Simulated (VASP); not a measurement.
# TiTe2 (P-3m1) in VASP: relaxation of shape and atoms at fixed volume with r2SCAN

Aim: the relaxation of shape and atoms at fixed volume of TiTe2 with r2SCAN.

Everything below comes from runs of VASP 6.6.1. Logs are shortened: lines on timing, memory, paths and dates and some standing lists are left out, and cuts for length are marked.

## Step 1: The cell of the first run

It takes space group P-3m1 (No. 164, trigonal). Conventional cell: a = 3.790 Å, b = 3.790 Å, c = 6.723 Å, α = 90.00°, β = 90.00°, γ = 120.00°. Within 3.6 Å of Ti (site symmetry -3m) lie 6 Te at 2.76 Å. Within 3.6 Å of Te (site symmetry 3m) lie 3 Ti at 2.76 Å.

## Step 2: Relaxation of shape and atoms at fixed volume, r2SCAN (27.87 Å³/atom)

POSCAR

```
TiTe2
1.0
    3.7895500988      0.0000000000      0.0000000000
   -1.8947750494      3.2818466544      0.0000000000
    0.0000000000      0.0000000000      6.7225651138
Ti Te
1 2
Direct
    0.0000000000      0.0000000000      0.0000000000
    0.3333333333      0.6666666667      0.2492036582
    0.6666666667      0.3333333333      0.7507963418
```

INCAR.step1

```
ALGO = Normal ; EDIFF = 1E-4
ENCUT = 600 ; GGA = PE
ISMEAR = 0 ; LASPH = T
LCHARG = F ; LREAL = F
LWAVE = T ; NELM = 100
PREC = Accurate ; SIGMA = 0.05
```

INCAR.step2

```
ALGO = Normal ; EDIFF = 1E-6
EDIFFG = -0.01 ; ENCUT = 600
IBRION = 2 ; ISIF = 4
ISMEAR = 0 ; ISTART = 1
LASPH = T ; LCHARG = F
LMIXTAU = T ; LREAL = F
LWAVE = F ; METAGGA = R2SCAN
NELM = 100 ; NSW = 60
PREC = Accurate ; SIGMA = 0.05
```

KPOINTS

```
k-points
0
Gamma
  10 10 6
```

Potentials or basis: VASP PAW PBE potentials, release 64 (Ti_sv, Te).

On the command line:

```console
> cat potpaw_PBE.64/Ti_sv/POTCAR potpaw_PBE.64/Te/POTCAR > POTCAR
> cp INCAR.step1 INCAR
> mpirun -np 1 vasp_std > vasp.out
> cp INCAR.step2 INCAR
> mpirun -np 1 vasp_std > vasp.out
```

OUTCAR:

```text
EDIFF = 1E-6
   EDIFFG = -0.01
   ENCUT = 600
   IBRION = 2
   ISIF = 4
   ISMEAR = 0
   ISTART = 1
   LASPH = T
   LREAL = F
   METAGGA = R2SCAN
   NELM = 100
   NSW = 60
   PREC = Accurate

 ion  position               nearest neighbor table
   1  0.000  0.000  0.000-   2 2.76   3 2.76   2 2.76   3 2.76   3 2.76   2 2.76
   2  0.333  0.667  0.249-   1 2.76   1 2.76   1 2.76
   3  0.667  0.333  0.751-   1 2.76   1 2.76   1 2.76

  LATTYP: Found a hexagonal cell.
 ALAT       =     3.7895500988
 C/A-ratio  =     1.7739744662

  Lattice vectors:

 A1 = (   3.7895500988,   0.0000000000,   0.0000000000)
 A2 = (  -1.8947750494,   3.2818466544,   0.0000000000)
 A3 = (   0.0000000000,   0.0000000000,   6.7225651138)

Analysis of symmetry for initial positions (statically):
=====================================================================
 Subroutine PRICEL returns:
 Original cell was already a primitive cell.

 Routine SETGRP: Setting up the symmetry group for a
 hexagonal supercell.

 Subroutine GETGRP returns: Found 12 space group operations
 (whereof 12 operations were pure point group operations)
 out of a pool of 24 trial point group operations.

The static configuration has the point symmetry D_3d.

Analysis of symmetry for dynamics (positions and initial velocities):
=====================================================================
 Subroutine PRICEL returns:
 Original cell was already a primitive cell.

 Routine SETGRP: Setting up the symmetry group for a
 hexagonal supercell.

 Subroutine GETGRP returns: Found 12 space group operations
 (whereof 12 operations were pure point group operations)
 out of a pool of 24 trial point group operations.

The dynamic configuration has the point symmetry D_3d.

 Subroutine INISYM returns: Found 12 space group operations
 (whereof 12 operations are pure point group operations),
 and found     1 'primitive' translations

----------------------------------------------------------------------------------------

                                     Primitive cell

  volume of cell :      83.6067

  direct lattice vectors                    reciprocal lattice vectors
     3.789550099  0.000000000  0.000000000     0.263883568  0.152353249  0.000000000
    -1.894775049  3.281846654  0.000000000     0.000000000  0.304706498  0.000000000
     0.000000000  0.000000000  6.722565114     0.000000000  0.000000000  0.148752743

  length of vectors
     3.789550099  3.789550099  6.722565114     0.304706498  0.304706498  0.148752743

  position of ions in fractional coordinates (direct lattice)
     0.000000000  0.000000000  0.000000000
     0.333333333  0.666666667  0.249203658
     0.666666667  0.333333333  0.750796342

  ion indices of the primitive-cell ions
   primitive index   ion index
                 1           1
                 2           2
                 3           3

----------------------------------------------------------------------------------------

 KPOINTS: k-points

Automatic generation of k-mesh.
 Grid dimensions read from file:
 generate k-points for:   10   10    6

 Generating k-lattice:

  Cartesian coordinates                     Fractional coordinates (reciprocal lattice)
     0.026388357  0.015235325  0.000000000     0.100000000  0.000000000  0.000000000
     0.000000000  0.030470650  0.000000000     0.000000000  0.100000000  0.000000000
     0.000000000  0.000000000  0.024792124     0.000000000  0.000000000  0.166666667

  Length of vectors
     0.030470650  0.030470650  0.024792124

  Shift w.r.t. Gamma in fractional coordinates (k-lattice)
     0.000000000  0.000000000  0.000000000

 Subroutine IBZKPT returns following result:
 ===========================================

 Found     72 irreducible k-points:

 Following reciprocal coordinates:
            Coordinates               Weight
  0.000000  0.000000  0.000000      1.000000
  0.100000 -0.000000  0.000000      6.000000
  0.200000 -0.000000  0.000000      6.000000
  0.300000 -0.000000  0.000000      6.000000
  0.400000 -0.000000  0.000000      6.000000
  0.500000 -0.000000  0.000000      3.000000
[... 16 lines left out ...]
  0.000000  0.400000  0.166667      6.000000
  0.500000 -0.000000  0.166667      6.000000
 [... further k-points ...]
   k-points           NKPTS =     72   k-points in BZ     NKDIM =     72   number of bands    NBANDS=     16
   number of dos      NEDOS =    301   number of ions     NIONS =      3
   total plane-waves  NPLWV =  48600
   dimension x,y,z NGX =    30 NGY =   30 NGZ =   54
   dimension x,y,z NGXF=    60 NGYF=   60 NGZF=  108
   ions per type =               1   2
   NGX,Y,Z   is equivalent  to a cutoff of  13.16, 13.16, 13.35 a.u.
   NGXF,Y,Z  is equivalent  to a cutoff of  26.32, 26.32, 26.71 a.u.
 SYSTEM =  unknown system
   PREC   = accura    normal or accurate (medium, high low for compatibility)
   ISTART =      1    job   : 0-new  1-cont  2-samecut
   ICHARG =      0    charge: 1-file 2-atom 10-const
   ISPIN  =      1    spin polarized calculation?
   LNONCOLLINEAR =      F non collinear calculations
   LSORBIT =      F    spin-orbit coupling
   LASPH  =      T    aspherical Exc in radial PAW
   ENCUT  =  600.0 eV  44.10 Ry    6.64 a.u.   7.57  7.57 13.43*2*pi/ulx,y,z
   NELM   =    100;   NELMIN=  2; NELMDL=  0     # of ELM steps
   EDIFF  = 0.1E-05   stopping-criterion for ELM
   LREAL  =      F    real-space projection
   EDIFFG = -.1E-01   stopping-criterion for IOM
   NSW    =     60    number of steps for IOM
   IBRION =      2    ionic relax: 0-MD 1-quasi-New 2-CG
   NFREE  =      1    steps in history (QN), initial steepest desc. (CG)
   ISIF   =      4    stress and relaxation
   ISYM   =      2    0-nonsym 1-usesym 2-fastsym
   POTIM  = 0.5000    time-step for ionic-motion
   TEBEG  =    0.0;   TEEND  =   0.0 temperature during run
   PSTRESS=    0.0 pullay stress
   NELECT =      24.0000    total number of electrons
   NUPDOWN=      -1.0000    fix difference up-down
   EMIN   =  10.00;   EMAX   =-10.00  energy-range for DOS
   EFERMI =   0.00;   METHOD = LEGACY
   ISMEAR =     0;   SIGMA  =   0.05  broadening in eV -4-tet -1-fermi 0-gaus
   EFERMI_NEDOS =   21; number of points for ismear=-14 and -15
   IALGO  =     38    algorithm
   IMIX   =      4    mixing-type and parameters
     AMIX     =   0.40;   BMIX     =  1.00
     AMIX_MAG =   1.60;   BMIX_MAG =  1.00
  volume/ion in A,a.u.               =      27.87       188.07
  Fermi-wavevector in a.u.,A,eV,Ry     =   1.079937  2.040784 15.867972  1.166263
  Thomas-Fermi vector in A             =   2.215915
   LORBIT       =      0    0 simple, 1 ext, 2 COOP (PROOUT), +10 PAW based schemes
   METAGGA = R2SCAN    functional components
   LHFCALC =     F    Hartree Fock is set to
   AEXX    =    0.0000 exact exchange contribution
   IVDW    =     0    specifies the selected vdW correction
   LEPSILON=     F    determine dielectric tensor
   LRPA    =     F    only Hartree local field effects (RPA)
 conjugate gradient relaxation of ions
 non-spin polarized calculation
 Gauss-broadening in eV      SIGMA  =   0.05
  energy-cutoff  :      600.00
  volume of cell :       83.61
 maximum number of plane-waves:      2817
   NGX = 15   NGY = 15   NGZ = 27

--------------------------------------- Ionic step        1  -------------------------------------------

 number of electron      24.0000001 magnetization

 Free energy of the ion-electron system (eV)
  ---------------------------------------------------
  ext. energy  EPLUGINS =         0.00000000
  ---------------------------------------------------
  free energy    TOTEN  =       -66.28374775 eV

  energy without entropy =      -66.28243726  energy(sigma->0) =      -66.28309250

------------------------ aborting loop because EDIFF is reached ----------------------------------------

  FORCE on cell =-STRESS in cart. coord.  units (eV):
  Direction    XX          YY          ZZ          XY          YZ          ZX
  --------------------------------------------------------------------------------------
  -------------------------------------------------------------------------------------
  Total        0.7665684      0.7665684      0.7887299      0.0000000      0.0000000      0.0000000
  in kB       14.6899582     14.6899582     15.1146443      0.0000000      0.0000000      0.0000000
  external PRESSURE =      14.8315202 kB  Pullay stress =       0.0000000 kB
[... 133 lines left out ...]
  energy  without entropy=      -66.2873174065  energy(sigma->0) =      -66.28808588

--------------------------------------- Ionic step        5  -------------------------------------------

 number of electron      24.0000000 magnetization

 Free energy of the ion-electron system (eV)
  ---------------------------------------------------
  ext. energy  EPLUGINS =         0.00000000
  ---------------------------------------------------
  free energy    TOTEN  =       -66.28933415 eV

  energy without entropy =      -66.28798589  energy(sigma->0) =      -66.28866002

 E-fermi :   6.3185     XC(G=0): -10.1053

 val. band max:        6.3028394820   @ k =   0.0000   0.1000   0.1667
 cond. band min:       6.3361534189   @ k =   0.0000   0.4000   0.1667
 fundamental gap:      0.0333139369
 Fermi energy:         6.3185362443

 k-point     1 :       0.0000    0.0000    0.0000
  band No.  band energies     occupation
      1     -53.7777      2.00000
      2     -28.9845      2.00000
      3     -28.9845      2.00000
      4     -28.9468      2.00000
      5      -6.5080      2.00000
      6      -5.0790      2.00000
[... 8 lines left out ...]
     15       7.1854      0.00000
     16       9.4683      0.00000
[... 420 lines left out ...]
  band No.  band energies     occupation
      1     -53.7748      2.00000
      2     -29.0246      2.00000
      3     -28.9937      2.00000
      4     -28.9371      2.00000
      5      -4.7390      2.00000
      6      -4.5896      2.00000
[... 8 lines left out ...]
     15       7.8362      0.00000
     16       8.9893      0.00000

 [... further k-points ...]
[... 5 lines left out ...]
  --------------------------------------------------------------------------------------
  -------------------------------------------------------------------------------------
  Total        0.2707562      0.2707562      0.2721206      0.0000000     -0.0000000      0.0000000
  in kB        5.1885748      5.1885748      5.2147203      0.0000000     -0.0000000      0.0000000
  external PRESSURE =       5.1972899 kB  Pullay stress =       0.0000000 kB
[... 18 lines left out ...]
  FREE ENERGIE OF THE ION-ELECTRON SYSTEM (eV)
  ---------------------------------------------------
  free  energy   TOTEN  =       -66.2893341499 eV

  energy  without entropy=      -66.2879858904  energy(sigma->0) =      -66.28866002

 reached required accuracy - stopping structural energy minimisation
```

Wall time 13 min (1 thread of Intel Xeon 6975P-C (Granite Rapids), shared host); peak memory 0.32 GiB.

What came out:

| Property | Result |
| --- | --- |
| Free energy | -66.2893 eV |
| Energy gained by relaxing | 1.9 meV/atom |
| Ionic steps | 5 |
| Pressure after relaxing | 0.5 GPa |
| Band gap on the k mesh | zero (bands 12 and 13 overlap by 0.53 eV) |

The path:
| step | energy change (eV) | largest force (eV/Å) | pressure (GPa) | volume (Å³) |
| --- | --- | --- | --- | --- |
| 1 | 0.0000 | 0.2109 | 1.48 | 83.61 |
| 2 | -0.0032 | 0.1095 | 1.13 | 83.61 |
| 3 | -0.0044 | 0.0005 | 0.70 | 83.61 |
| 4 | -0.0051 | 0.0001 | 0.63 | 83.61 |
| 5 | -0.0056 | 0.0015 | 0.52 | 83.61 |

Final structure:
```cif
data_structure
_symmetry_space_group_name_H-M 'P 1'
_symmetry_Int_Tables_number 1
_cell_length_a 3.8061
_cell_length_b 3.8061
_cell_length_c 6.6641
_cell_angle_alpha 90.000
_cell_angle_beta 90.000
_cell_angle_gamma 120.000
_cell_volume 83.61
loop_
_atom_site_label
_atom_site_type_symbol
_atom_site_fract_x
_atom_site_fract_y
_atom_site_fract_z
_atom_site_occupancy
Ti1 Ti 0.00000 0.00000 0.00000 1
Te1 Te 0.33333 0.66667 0.25330 1
Te2 Te 0.66667 0.33333 0.74670 1
```

Levels at points of the mesh, in eV from the Fermi level:
```csv
k point,band 8,band 9,band 10,band 11,band 12,band 13,band 14,band 15,band 16
"(0.00, 0.00, 0.00)",-2.00,-2.00,0.20,0.37,0.37,0.49,0.87,0.87,3.15
"(0.50, 0.00, 0.00)",-3.94,-2.75,-2.55,-2.09,-1.29,0.08,1.14,1.52,2.50
"(0.00, 0.00, 0.50)",-2.58,-1.95,-1.95,0.36,0.36,0.65,0.65,1.09,3.46
"(0.50, 0.00, 0.50)",-4.61,-2.60,-2.27,-1.29,-0.93,-0.17,1.14,1.50,2.70
```

Caveat: the PAW data sets were made with another functional, which shifts forces and pressure a little; spin-orbit coupling is left out, which moves the levels of the heavy elements.

The gap in the log of VASP goes by the Fermi energy; the results here count the filled bands.